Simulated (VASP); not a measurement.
# Pd (Im-3m) in VASP: further runs

Aim: see how the results for Pd move with the level of theory and the settings. Levels: PBE, RPBE+D4, PBE+D3(BJ). Tasks: single point, relaxation of cell and atoms.

Program: VASP 6.6.1. These are calculated values, not measurements. Logs are shortened: lines on timing, memory, paths and dates and some standing lists are left out, and cuts for length are marked.

## (1) The cell of the first run

The structure is cubic, space group Im-3m (No. 229). The conventional cell has a = 3.145 Å, b = 3.145 Å, c = 3.145 Å, α = 90.00°, β = 90.00°, γ = 90.00°. Pd (site symmetry m-3m) has 14 Pd at 2.72 to 3.14 Å within 3.6 Å.

## (2) Single point, PBE

INCAR reads:

```
ALGO = Fast
EDIFF = 1E-6
ENCUT = 520
GGA = PE
ISIF = 2
ISMEAR = 0
LASPH = T
LCHARG = T
LELF = T
LREAL = F
LVHAR = T
LWAVE = F
NBANDS = 11
NELM = 60
PREC = Accurate
SIGMA = 0.026000000000000002
```

KPOINTS reads:

```
k-points
0
Gamma
  12 12 12
```

POSCAR reads:

```
Pd
1.0
   -1.5722810000      1.5722810000      1.5722810000
    1.5722810000     -1.5722810000      1.5722810000
    1.5722810000      1.5722810000     -1.5722810000
Pd
1
Direct
    0.0000000000      0.0000000000      0.0000000000
```

Potentials or basis: VASP PAW PBE potentials, release 64 (Pd).

Command:

```
cat potpaw_PBE.64/Pd/POTCAR > POTCAR
mpirun -np 1 vasp_std > vasp.out
```

OUTCAR:

```text
EDIFF = 1E-6
   ENCUT = 520
   GGA = PE
   ISIF = 2
   ISMEAR = 0
   LASPH = T
   LREAL = F
   NELM = 60
   PREC = Accurate

 ion  position               nearest neighbor table
   1  0.000  0.000  0.000-

  LATTYP: Found a body centered cubic cell.
 ALAT       =     3.1445620000

  Lattice vectors:

 A1 = (  -1.5722810000,   1.5722810000,   1.5722810000)
 A2 = (   1.5722810000,  -1.5722810000,   1.5722810000)
 A3 = (   1.5722810000,   1.5722810000,  -1.5722810000)

Analysis of symmetry for initial positions (statically):
=====================================================================
 Subroutine PRICEL returns:
 Original cell was already a primitive cell.

 Routine SETGRP: Setting up the symmetry group for a
 body centered cubic supercell.

 Subroutine GETGRP returns: Found 48 space group operations
[... 9 lines left out ...]

 Routine SETGRP: Setting up the symmetry group for a
 body centered cubic supercell.

 Subroutine GETGRP returns: Found 48 space group operations
[... 11 lines left out ...]
                                     Primitive cell

  volume of cell :      15.5471

  direct lattice vectors                    reciprocal lattice vectors
    -1.572281000  1.572281000  1.572281000     0.000000000  0.318009313  0.318009313
     1.572281000 -1.572281000  1.572281000     0.318009313  0.000000000  0.318009313
     1.572281000  1.572281000 -1.572281000     0.318009313  0.318009313  0.000000000

  length of vectors
     2.723270576  2.723270576  2.723270576     0.449733083  0.449733083  0.449733083

  position of ions in fractional coordinates (direct lattice)
     0.000000000  0.000000000  0.000000000

  ion indices of the primitive-cell ions
   primitive index   ion index
                 1           1

----------------------------------------------------------------------------------------

 KPOINTS: k-points

Automatic generation of k-mesh.
 Grid dimensions read from file:
 generate k-points for:   12   12   12

 Generating k-lattice:

  Cartesian coordinates                     Fractional coordinates (reciprocal lattice)
     0.000000000  0.026500776  0.026500776     0.083333333  0.000000000  0.000000000
     0.026500776  0.000000000  0.026500776     0.000000000  0.083333333  0.000000000
     0.026500776  0.026500776  0.000000000     0.000000000  0.000000000  0.083333333

  Length of vectors
     0.037477757  0.037477757  0.037477757

  Shift w.r.t. Gamma in fractional coordinates (k-lattice)
     0.000000000  0.000000000  0.000000000

 Subroutine IBZKPT returns following result:
 ===========================================

 Found     72 irreducible k-points:

 Following reciprocal coordinates:
            Coordinates               Weight
  0.000000  0.000000  0.000000      1.000000
  0.083333  0.000000  0.000000     12.000000
  0.166667  0.000000  0.000000     12.000000
  0.250000  0.000000  0.000000     12.000000
  0.333333  0.000000  0.000000     12.000000
  0.416667  0.000000  0.000000     12.000000
[... 16 lines left out ...]
  0.333333  0.083333  0.083333     24.000000
  0.416667  0.083333  0.083333     12.000000
 [... further k-points ...]
   k-points           NKPTS =     72   k-points in BZ     NKDIM =     72   number of bands    NBANDS=     11
   number of dos      NEDOS =    301   number of ions     NIONS =      1
   total plane-waves  NPLWV =   8000
   dimension x,y,z NGX =    20 NGY =   20 NGZ =   20
   dimension x,y,z NGXF=    40 NGYF=   40 NGZF=   40
   ions per type =               1
   NGX,Y,Z   is equivalent  to a cutoff of  12.21, 12.21, 12.21 a.u.
   NGXF,Y,Z  is equivalent  to a cutoff of  24.42, 24.42, 24.42 a.u.
 SYSTEM =  unknown system
   PREC   = accura    normal or accurate (medium, high low for compatibility)
   ISTART =      0    job   : 0-new  1-cont  2-samecut
   ICHARG =      2    charge: 1-file 2-atom 10-const
   ISPIN  =      1    spin polarized calculation?
   LNONCOLLINEAR =      F non collinear calculations
   LSORBIT =      F    spin-orbit coupling
   LASPH  =      T    aspherical Exc in radial PAW
   ENCUT  =  520.0 eV  38.22 Ry    6.18 a.u.   5.06  5.06  5.06*2*pi/ulx,y,z
   NELM   =     60;   NELMIN=  2; NELMDL= -5     # of ELM steps
   EDIFF  = 0.1E-05   stopping-criterion for ELM
   LREAL  =      F    real-space projection
   EDIFFG = 0.1E-04   stopping-criterion for IOM
   NSW    =      0    number of steps for IOM
   IBRION =     -1    ionic relax: 0-MD 1-quasi-New 2-CG
   NFREE  =      0    steps in history (QN), initial steepest desc. (CG)
   ISIF   =      2    stress and relaxation
   ISYM   =      2    0-nonsym 1-usesym 2-fastsym
   POTIM  = 0.5000    time-step for ionic-motion
   TEBEG  =    0.0;   TEEND  =   0.0 temperature during run
   PSTRESS=    0.0 pullay stress
   NELECT =      10.0000    total number of electrons
   NUPDOWN=      -1.0000    fix difference up-down
   EMIN   =  10.00;   EMAX   =-10.00  energy-range for DOS
   EFERMI =   0.00;   METHOD = LEGACY
   ISMEAR =     0;   SIGMA  =   0.03  broadening in eV -4-tet -1-fermi 0-gaus
   EFERMI_NEDOS =   21; number of points for ismear=-14 and -15
   IALGO  =     68    algorithm
   IMIX   =      4    mixing-type and parameters
     AMIX     =   0.40;   BMIX     =  1.00
     AMIX_MAG =   1.60;   BMIX_MAG =  1.00
  volume/ion in A,a.u.               =      15.55       104.92
  Fermi-wavevector in a.u.,A,eV,Ry     =   1.413160  2.670485 27.171123  1.997021
  Thomas-Fermi vector in A             =   2.534834
   LORBIT       =      0    0 simple, 1 ext, 2 COOP (PROOUT), +10 PAW based schemes
   GGA     = PE    functional components
   LHFCALC =     F    Hartree Fock is set to
   AEXX    =    0.0000 exact exchange contribution
   IVDW    =     0    specifies the selected vdW correction
   LEPSILON=     F    determine dielectric tensor
   LRPA    =     F    only Hartree local field effects (RPA)
 non-spin polarized calculation
 RMM-DIIS sequential band-by-band and
 Gauss-broadening in eV      SIGMA  =   0.03
  energy-cutoff  :      520.00
  volume of cell :       15.55
 maximum number of plane-waves:       430
   NGX = 11   NGY = 11   NGZ = 11

 number of electron      10.0000005 magnetization

 Free energy of the ion-electron system (eV)
  ---------------------------------------------------
  ext. energy  EPLUGINS =         0.00000000
  ---------------------------------------------------
  free energy    TOTEN  =        -5.17546547 eV

  energy without entropy =       -5.17471245  energy(sigma->0) =       -5.17508896

 E-fermi :   8.8858     XC(G=0): -12.8541

 val. band max:        8.8781950579   @ k =  -0.4167   0.4167   0.3333
 cond. band min:       8.8887169253   @ k =  -0.4167   0.4167   0.4167
 fundamental gap:      0.0105218674
 Fermi energy:         8.8857901975

 k-point     1 :       0.0000    0.0000    0.0000
  band No.  band energies     occupation
      1       2.1889      2.00000
      2       6.1907      2.00000
      3       6.1907      2.00000
      4       6.1907      2.00000
      5       8.0314      2.00000
      6       8.0314      2.00000
      7      28.1922      0.00000
      8      28.1922      0.00000
      9      28.1922      0.00000
     10      36.2080      0.00000
     11      36.2091      0.00000

 k-point     2 :       0.0833    0.0000    0.0000
  band No.  band energies     occupation
      1       2.4420      2.00000
      2       6.1085      2.00000
      3       6.1943      2.00000
      4       6.3662      2.00000
      5       7.9388      2.00000
      6       8.0377      2.00000
      7      27.9612      0.00000
      8      28.2011      0.00000
      9      28.4832      0.00000
     10      34.2516      0.00000
     11      34.8867      0.00000

 k-point     3 :       0.1667    0.0000    0.0000
  band No.  band energies     occupation
      1       3.1320      2.00000
      2       5.8906      2.00000
      3       6.2093      2.00000
      4       6.8687      2.00000
      5       7.7743      2.00000
      6       8.0605      2.00000
      7      26.6781      0.00000
      8      27.7706      0.00000
      9      29.2836      0.00000
     10      33.1972      0.00000
     11      33.2403      0.00000

 k-point     4 :       0.2500    0.0000    0.0000
  band No.  band energies     occupation
      1       3.9198      2.00000
      2       5.6073      2.00000
      3       6.4688      2.00000
      4       7.6206      2.00000
      5       7.7321      2.00000
      6       8.1050      2.00000
      7      23.9742      0.00000
      8      26.5319      0.00000
      9      30.3865      0.00000
     10      30.9236      0.00000
     11      32.8892      0.00000

 k-point     5 :       0.3333    0.0000    0.0000
  band No.  band energies     occupation
      1       4.1826      2.00000
      2       5.3388      2.00000
      3       7.5393      2.00000
      4       7.8833      2.00000
      5       8.1660      2.00000
      6       8.4722      2.00000
      7      20.7754      0.00000
      8      25.1963      0.00000
      9      28.5547      0.00000
     10      31.4885      0.00000
     11      33.1923      0.00000

 k-point     6 :       0.4167    0.0000    0.0000
  band No.  band energies     occupation
      1       4.0817      2.00000
      2       5.1504      2.00000
      3       7.9061      2.00000
      4       8.2217      2.00000
      5       9.1831      0.00000
      6       9.3718      0.00000
      7      17.8794      0.00000
      8      24.2705      0.00000
      9      26.8913      0.00000
     10      32.2800      0.00000
     11      33.6519      0.00000

 k-point     7 :       0.5000    0.0000    0.0000
  band No.  band energies     occupation
      1       4.0134      2.00000
      2       5.0831      2.00000
      3       7.9608      2.00000
      4       8.2447      2.00000
      5       9.4678      0.00000
      6      10.4216      0.00000
      7      16.4507      0.00000
      8      23.9444      0.00000
      9      26.2832      0.00000
     10      32.5633      0.00000
     11      33.9373      0.00000

 k-point     8 :       0.0833    0.0833    0.0000
  band No.  band energies     occupation
      1       2.9196      2.00000
      2       6.0173      2.00000
      3       6.0988      2.00000
      4       6.7474      2.00000
      5       7.7895      2.00000
      6       8.0722      2.00000
      7      27.3390      0.00000
      8      27.9864      0.00000
      9      28.8487      0.00000
     10      32.6617      0.00000
     11      33.5072      0.00000
[... 141 lines left out ...]
 k-point    19 :       0.3333    0.3333    0.0000
  band No.  band energies     occupation
      1       4.9053      2.00000
      2       5.9437      2.00000
      3       5.9437      2.00000
      4       8.2192      2.00000
      5       8.2192      2.00000
      6      16.4746      0.00000
      7      16.4746      0.00000
      8      17.2165      0.00000
      9      26.1117      0.00000
     10      32.6463      0.00000
     11      32.6463      0.00000

 k-point    20 :       0.0833    0.0833    0.0833
  band No.  band energies     occupation
      1       3.5618      2.00000
      2       5.8408      2.00000
      3       5.8408      2.00000
      4       7.4747      2.00000
      5       7.9252      2.00000
      6       7.9252      2.00000
      7      26.5749      0.00000
      8      26.5749      0.00000
      9      29.4335      0.00000
     10      29.5401      0.00000
     11      35.4225      0.00000

 k-point    21 :       0.1667    0.0833    0.0833
  band No.  band energies     occupation
      1       4.3626      2.00000
      2       5.5512      2.00000
      3       5.8121      2.00000
      4       7.8600      2.00000
      5       8.0587      2.00000
      6       8.5087      2.00000
      7      24.1507      0.00000
      8      25.4043      0.00000
      9      26.9826      0.00000
     10      30.4593      0.00000
     11      36.3563      0.00000

 k-point    22 :       0.2500    0.0833    0.0833
  band No.  band energies     occupation
      1       4.5984      2.00000
      2       5.3049      2.00000
      3       6.5064      2.00000
      4       7.9121      2.00000
      5       8.1634      2.00000
      6       9.8305      0.00000
      7      20.9407      0.00000
      8      24.2680      0.00000
      9      25.4400      0.00000
     10      31.6713      0.00000
     11      36.1924      0.00000

 k-point    23 :       0.3333    0.0833    0.0833
  band No.  band energies     occupation
      1       4.4498      2.00000
      2       5.1431      2.00000
      3       7.4930      2.00000
      4       8.0004      2.00000
      5       8.2316      2.00000
      6      11.3783      0.00000
      7      17.9853      0.00000
      8      23.4795      0.00000
      9      24.3767      0.00000
     10      32.6257      0.00000
     11      35.8803      0.00000

 k-point    24 :       0.4167    0.0833    0.0833
  band No.  band energies     occupation
      1       4.3710      2.00000
      2       5.0870      2.00000
      3       7.9238      2.00000
      4       8.0374      2.00000
      5       8.2557      2.00000
      6      12.4233      0.00000
      7      16.4285      0.00000
      8      23.1999      0.00000
      9      23.9694      0.00000
     10      32.9727      0.00000
     11      35.9404      0.00000

 [... further k-points ...]
[... 5 lines left out ...]
  --------------------------------------------------------------------------------------
  -------------------------------------------------------------------------------------
  Total       -0.1393419     -0.1393419     -0.1393419      0.0000000      0.0000000      0.0000000
  in kB      -14.3595824    -14.3595824    -14.3595824      0.0000000      0.0000000      0.0000000
  external PRESSURE =     -14.3595824 kB  Pullay stress =       0.0000000 kB

 VOLUME and BASIS-vectors are now :
 -----------------------------------------------------------------------------
  energy-cutoff  :      520.00
  volume of cell :       15.55
      direct lattice vectors                 reciprocal lattice vectors
    -1.572281000  1.572281000  1.572281000     0.000000000  0.318009313  0.318009313
     1.572281000 -1.572281000  1.572281000     0.318009313  0.000000000  0.318009313
     1.572281000  1.572281000 -1.572281000     0.318009313  0.318009313  0.000000000

 POSITION                                       TOTAL-FORCE (eV/Angst)
 -----------------------------------------------------------------------------------
      0.00000      0.00000      0.00000        -0.000000      0.000000      0.000000
 -----------------------------------------------------------------------------------
    total drift:                                0.000000     -0.000000     -0.000000

  FREE ENERGIE OF THE ION-ELECTRON SYSTEM (eV)
  ---------------------------------------------------
  free  energy   TOTEN  =        -5.1754654652 eV

  energy  without entropy=       -5.1747124451  energy(sigma->0) =       -5.17508896
```

Run time: 6.6 s. Hardware: 1 thread of AMD EPYC 9R45 (Zen 5), shared host; peak memory 0.1 GiB.

Results:

| Quantity | Value |
| --- | --- |
| Free energy | -5.1755 eV |
| Pressure | -1.4 GPa |
| Band gap on the k mesh | zero (band 5 reaches 9.47 eV, above the bottom of band 6 at 7.93 eV) |

## (3) Single point, RPBE+D4

This run uses another cell than the first one, of 15.04 Å³/atom, 0.967 times its volume.

INCAR reads:

```
  PREC = Accurate
  ENCUT = 520
  EDIFF = 1E-7
  ISMEAR = -1
  SIGMA = 0.05
  LREAL = False
  LASPH = True
  NELM = 100
  ALGO = Fast
  ISIF = 2
  LWAVE = False
  LCHARG = True
  GGA = RP
  IVDW = 13
  LELF = True
  LVHAR = True
  NBANDS = 11
```

KPOINTS reads:

```
Automatic mesh
0
Gamma
  12 12 12
```

POSCAR reads:

```
Pd
1.0
   -1.5548371209      1.5548371209      1.5548371209
    1.5548371209     -1.5548371209      1.5548371209
    1.5548371209      1.5548371209     -1.5548371209
Pd
1
Direct
    0.0000000000      0.0000000000      0.0000000000
```

Potentials or basis: VASP PAW PBE potentials, release 64 (Pd).

Command:

```
cat potpaw_PBE.64/Pd/POTCAR > POTCAR
mpirun -np 1 vasp_std > vasp.out
```

It took 8.1 s on 1 thread of AMD EPYC 9R45 (Zen 5), shared host; peak memory 0.1 GiB.

It converged, with:

* Free energy: -5.5126 eV
* Pressure: -0.3 GPa
* Band gap on the k mesh: zero (band 5 reaches 10.15 eV, above the bottom of band 6 at 8.51 eV)
* Dispersion energy per atom: -0.940 eV

Levels at points of the mesh, in eV from the Fermi level:
```csv
k point,band 2,band 3,band 4,band 5,band 6,band 7,band 8,band 9
"(0.00, 0.00, 0.00)",-2.85,-2.85,-2.85,-0.92,-0.92,19.37,19.37,19.37
"(0.50, 0.00, 0.00)",-4.02,-0.99,-0.69,0.60,1.49,7.86,15.15,17.79
"(0.50, 0.50, 0.50)",-5.07,0.23,0.23,0.23,9.25,9.25,9.25,17.48
```

Caveat: the PAW data sets were made with another functional, which shifts forces and pressure a little; pairwise dispersion overbinds metals, which lowers pressure and volume.

(Part 1 of 2 ends here.)
